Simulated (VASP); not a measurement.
A run of VASP 6.6.1:

The input INCAR:

```
SYSTEM = KMgF3
PREC = Accurate ; ENCUT = 520
EDIFF = 1E-6 ; ISMEAR = -1
SIGMA = 0.02 ; LREAL = .FALSE.
LASPH = .TRUE. ; NELM = 80
ALGO = Normal ; ISIF = 2
LWAVE = .FALSE. ; LCHARG = .FALSE.
GGA = PE ; NBANDS = 24
```

Contents of KPOINTS:

```
Automatic mesh
0
G
  6 6 6
  0 0 0
```

The input POSCAR:

```
KMgF3
1.0
    3.9802385496      0.0000000000      0.0000000000
    0.0000000000      3.9802385496      0.0000000000
    0.0000000000      0.0000000000      3.9802385496
K Mg F
1 1 3
Direct
    0.0000000000      0.0000000000      0.0000000000
    0.5000000000      0.5000000000      0.5000000000
    0.5000000000      0.5000000000      0.0000000000
    0.5000000000      0.0000000000      0.5000000000
    0.0000000000      0.5000000000      0.5000000000
```

Potentials or basis: VASP PAW PBE potentials, release 64 (K_sv, Mg, F).

Launch:

```sh
$ cat potpaw_PBE.64/K_sv/POTCAR potpaw_PBE.64/Mg/POTCAR potpaw_PBE.64/F/POTCAR > POTCAR
$ mpirun -np 1 vasp_std > vasp.out
```

Hardware: 1 thread of Intel(R) Xeon(R) Platinum 8488C (Sapphire Rapids), on a shared host.

Question: How long does it take, and how much memory?

Answer: Wall time 29 s on 1 thread of Intel(R) Xeon(R) Platinum 8488C (Sapphire Rapids), with other jobs on the host, peak memory 0.18 GiB. Counts: scf iterations 13, k points 20.
